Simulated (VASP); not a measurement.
Wanted: the native input for a VASP 6.6.1 run.

```yaml
Task: single point
Functional: LDA
Potentials_or_basis: VASP PAW LDA potentials, release 64 (Ga_d, Sb_d_GW)
Cutoff: 500 eV
k_mesh: 12 × 12 × 12
Occupations: gaussian, width 0.1 eV
Spin: no spin polarisation
Dipole_correction: no
Further_INCAR_settings: ALGO = Normal; EDIFF = 1e-06; NBANDS = 21
```

The structure of GaSb lies in POSCAR:

```
GaSb
1.0
    0.0000000000      3.0244937292      3.0244937292
    3.0244937292      0.0000000000      3.0244937292
    3.0244937292      3.0244937292      0.0000000000
Ga Sb
1 1
Direct
    0.0000000000      0.0000000000      0.0000000000
    0.2500000000      0.2500000000      0.2500000000
```

These files were run (other wordings do the same):

INCAR

```
SYSTEM = GaSb
PREC     = Accurate       ! precision mode
ENCUT    = 500            ! plane-wave cutoff, eV
EDIFF    = 1E-6           ! SCF threshold, eV
ISMEAR   = 0              ! smearing method
SIGMA    = 0.1            ! smearing width, eV
LREAL    = .FALSE.        ! projectors in reciprocal space
LASPH    = .TRUE.         ! aspherical terms in the spheres
NELM     = 120            ! most SCF steps
ALGO     = Normal         ! electronic algorithm
ISIF     = 2              ! what is computed and relaxed
LWAVE    = .FALSE.        ! write WAVECAR
LCHARG   = .TRUE.         ! write CHGCAR
GGA      = CA             ! functional
LELF     = .TRUE.         ! ELF
LVHAR    = .TRUE.       
NBANDS   = 21             ! bands
GGA_COMPAT= .FALSE.
```

KPOINTS

```
Automatic mesh
0
G
  12 12 12
  0 0 0
```

Potentials or basis: VASP PAW LDA potentials, release 64 (Ga_d, Sb_d_GW).

Command:

```bash
$ cat potpaw_LDA.64/Ga_d/POTCAR potpaw_LDA.64/Sb_d_GW/POTCAR > POTCAR
$ mpirun -np 1 vasp_std > vasp.out
```

Results of the run:

```json
{
  "Pressure": "0.0 GPa",
  "Band gap on the k mesh": "0.11 eV"
}
```

Caveat: semilocal functionals underestimate gaps, and a narrow one can read as zero; spin-orbit coupling is left out, which moves the levels of the heavy elements.

It took 29 s on 1 thread of Intel(R) Xeon(R) Platinum 8559C (Emerald Rapids), with other jobs on the host, peak memory 0.22 GiB.
